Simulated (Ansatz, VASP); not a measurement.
## PIr: VASP beside Ansatz

File INCAR:

```
SYSTEM = PIr
PREC = Accurate
ENCUT = 520
EDIFF = 1E-7
ISMEAR = -1
SIGMA = 0.05
LREAL = .FALSE.
LASPH = .TRUE.
NELM = 80
ALGO = Normal
ISIF = 2
LWAVE = .FALSE.
LCHARG = .FALSE.
GGA = CA
NBANDS = 14
```

The input KPOINTS:

```
Automatic mesh
0
G
  12 12 12
  0 0 0
```

POSCAR

```
PIr
1.0
    0.0000000000      2.1184795926      2.1184795926
    2.1184795926      0.0000000000      2.1184795926
    2.1184795926      2.1184795926      0.0000000000
Ir P
1 1
Direct
    0.0000000000      0.0000000000      0.0000000000
    0.2500000000      0.2500000000      0.2500000000
```

Input for Ansatz:

```yaml
crystal:
  lattice:
    - [0.0, 2.1184795926, 2.1184795926]
    - [2.1184795926, 0.0, 2.1184795926]
    - [2.1184795926, 2.1184795926, 0.0]
  atoms:
    - { symbol: Ir, position: [0.0, 0.0, 0.0] }
    - { symbol: P, position: [0.25, 0.25, 0.25] }
kpoints:
  mp_grid: { grid: [12, 12, 12] }
scf:
  occupations: { method: fermi_dirac, width: 0.05 }
hamiltonian:
  xc: lda
  pseudopotentials: { kind: all_electron, lapw: { basis_error: 0.001 } }
output:
  forces: true
  stress: true
  eigenvalues: true
  populations: true
```

Change from the starting cell: volume scaled by 0.55, LAPW.

Alike in both runs: task single point; functional LDA; k mesh 12 × 12 × 12; occupations fermi-dirac, width 0.05 eV; no spin polarisation.

|  | VASP | Ansatz |
| --- | --- | --- |
| version | VASP 6.6.1 | Ansatz 0.2.0 |
| potentials or method | VASP PAW LDA potentials, release 64 (Ir, P), cutoff 520 eV | all-electron LAPW, scalar-relativistic |

Ansatz gave:

- pressure (GPa): 428.0

Estimate VASP's values.

pressure (GPa): 440.1.

LDA's correlation is that of Perdew and Zunger in VASP and of Perdew and Wang (1992) in Ansatz. Both programs put the cell under a high pressure, so it lies far from rest at this level. Ansatz ran all-electron here, and VASP with PAW potentials.

Neither program's run includes spin-orbit coupling. Noted on VASP's run: the cell as given lies far from equilibrium.
